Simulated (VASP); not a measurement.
# Mg: single point with PBE

The system is Mg.

```
Mg
1.0
    -1.49127    1.49127    1.47650
     1.49127   -1.49127    1.47650
     1.49127    1.49127   -1.47650
Mg
1
Direct
  0.00000 0.00000 0.00000
```

| Item | Value |
| --- | --- |
| Program | VASP 6.6.1 |
| Task | single point |
| Functional | PBE |
| Potentials or basis | VASP PAW PBE potentials, release 64 (Mg) |
| Cutoff | 520 eV |
| k mesh | 16 × 16 × 16 |
| Occupations | fermi-dirac, width 0.1 eV |
| Spin | no spin polarisation |

The pressure is 58.9 GPa and the band gap on the k mesh is zero (band 1 reaches 10.24 eV, above the bottom of band 2 at 5.43 eV).

Stress tensor (GPa, compression positive):
```
58.71  0.00  0.00
 0.00 58.71  0.00
 0.00  0.00 59.42
```

Levels at points of the mesh, in eV from the Fermi level:
| k point | band 1 | band 2 | band 3 | band 4 | band 5 |
| --- | --- | --- | --- | --- | --- |
| (0.00, 0.00, 0.00) | -9.72 | 17.11 | 17.40 | 17.40 | 19.84 |
| (0.50, 0.00, 0.00) | -2.28 | -0.89 | 10.71 | 14.39 | 14.78 |
| (0.50, 0.50, 0.00) | -2.35 | -0.96 | 10.96 | 14.63 | 15.05 |
| (0.50, 0.50, 0.50) | 3.85 | 3.99 | 5.96 | 5.96 | 6.31 |

Run time: 13 s on 1 thread of AMD EPYC 9R45 96-Core Processor (Zen 5), with other jobs on the host, peak memory 0.12 GiB.
